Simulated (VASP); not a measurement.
Co:

```
CELL_PARAMETERS angstrom
2.47056 0.00000 0.00000
-1.23528 2.13957 0.00000
0.00000 0.00000 8.08823
ATOMIC_POSITIONS crystal
Co 0.66667 0.33333 0.75000
Co 0.00000 0.00000 0.50000
Co 0.33333 0.66667 0.25000
Co 0.00000 0.00000 0.00000
```

Base run:

- Program: VASP 6.6.1
- Functional: BLYP
- Potentials or basis: VASP PAW PBE potentials, release 64 (Co)
- Cutoff: 520 eV
- k mesh: 12 × 12 × 4
- Occupations: fermi-dirac, width 0.05 eV
- Spin: collinear spin, ferromagnetic start
- Starting moments: [2.0, 2.0, 2.0, 2.0] μB

Its results: pressure 13.2 GPa; net moment 6.38 μB per cell; site moments Co +1.62, +1.59 (each value once) μB.

Question: The run is repeated on the same cell with these changes: functional from BLYP to PBEsol; hubbard terms from none to Co d U = 4.0 eV. What comes out?

Answer: Pressure 3.0 GPa; net moment 7.20 μB per cell; site moments Co +1.92, +1.77 (each value once) μB.

Several settings changed at once.

Caveats: the PAW data sets were made with another functional, which shifts forces and pressure a little; the cell stands under pressure (at least some runs); the stress differs along the axes, from -0 to 9 GPa (at least some runs); the U is typed as a test and isn't derived for this compound (at least some runs).
